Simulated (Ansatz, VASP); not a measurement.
SrCl2: VASP beside Ansatz

File INCAR:

```
  PREC = Accurate
  ENCUT = 520
  EDIFF = 1E-6
  ISMEAR = 0
  SIGMA = 0.05
  LREAL = F
  LASPH = T
  NELM = 100
  ALGO = Normal
  ISIF = 2
  LWAVE = F
  LCHARG = F
  GGA = PE
  NBANDS = 19
```

Contents of KPOINTS:

```
regular mesh
0
Gamma
  6 6 6
```

File POSCAR:

```
SrCl2
1.0
    0.0000000000      3.6495475976      3.5342218935
    3.6495475976      0.0000000000      3.5342218935
    3.6495475976      3.6495475976      0.0000000000
Sr Cl
1 2
Direct
    0.0000000000      0.0000000000      0.0000000000
    0.2500000000      0.2500000000      0.2500000000
    0.7500000000      0.7500000000      0.7500000000
```

Input for Ansatz:

```yaml
crystal:
  lattice:
    - [0.0, 3.6495475976, 3.5342218935]
    - [3.6495475976, 0.0, 3.5342218935]
    - [3.6495475976, 3.6495475976, 0.0]
  atoms:
    - { symbol: Sr, position: [0.0, 0.0, 0.0] }
    - { symbol: Cl, position: [0.25, 0.25, 0.25] }
    - { symbol: Cl, position: [0.75, 0.75, 0.75] }
basis:
  ecutwfc: 420
kpoints:
  mp_grid: { grid: [6, 6, 6] }
hamiltonian:
  xc: pbe
scf:
  occupations: { method: gaussian, width: 0.05 }
output:
  forces: true
  stress: true
  eigenvalues: true
```

Alike in both runs: task single point; functional PBE; k mesh 6 × 6 × 6; occupations gaussian, width 0.05 eV; no spin polarisation.

|  | VASP | Ansatz |
| --- | --- | --- |
| version | VASP 6.6.1 | Ansatz 0.2.0 |
| potentials or method | VASP PAW PBE potentials, release 64 (Sr_sv, Cl), cutoff 520 eV | scalar-relativistic, plane waves, PAW |
| valence electrons in the cell | 24 | 24 |

Ansatz gave:

| Quantity | Value |
| --- | --- |
| gap on the k mesh at the Fermi level (eV) | 4.81 |
| least direct gap on the mesh (eV) | 5.08 |
| pressure (GPa) | -2.1 |
| traceless stress, the component that is largest in VASP (GPa) | 0.96 |

Problem. What did VASP give for the same quantities?

Solution. gap on the k mesh at the Fermi level (eV): 4.81; least direct gap on the mesh (eV): 5.08; pressure (GPa): -2.1; traceless stress, the component that is largest in VASP (GPa): 0.95.
